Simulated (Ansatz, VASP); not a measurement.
# One calculation of LiH, two programs

```
Li H
1.0
     2.50166    0.00000    0.00000
     0.00000    2.50166    0.00000
     0.00000    0.00000    2.43011
Li H
1 1
Direct
  0.00000 0.00000 0.00000
  0.50000 0.50000 0.50000
```

Change from the starting cell: uniaxial_z strain -2.9%.

Alike in both runs: task single point; functional HSE06; k mesh 8 × 8 × 8; no spin polarisation.

|  | VASP | Ansatz |
| --- | --- | --- |
| version | VASP 6.6.1 | Ansatz 0.2.0 |
| potentials or method | VASP PAW PBE potentials, release 64 (Li_sv, H) | plane waves, PAW |
| plane-wave cutoff (eV) | 520 | 420 |
| occupations | gaussian, width 0.01 eV | fixed |
| valence electrons in the cell | 4 | 4 |

```csv
,VASP,Ansatz,Ansatz less VASP
gap on the k mesh at the Fermi level (eV),1.31,1.28,-0.022
```

Ansatz's warnings: stress exchange threshold loose, stress scf threshold loose.

Noted on VASP's run: the cutoff is under 1.25 times that of the potentials, so the pressure is a little rough.
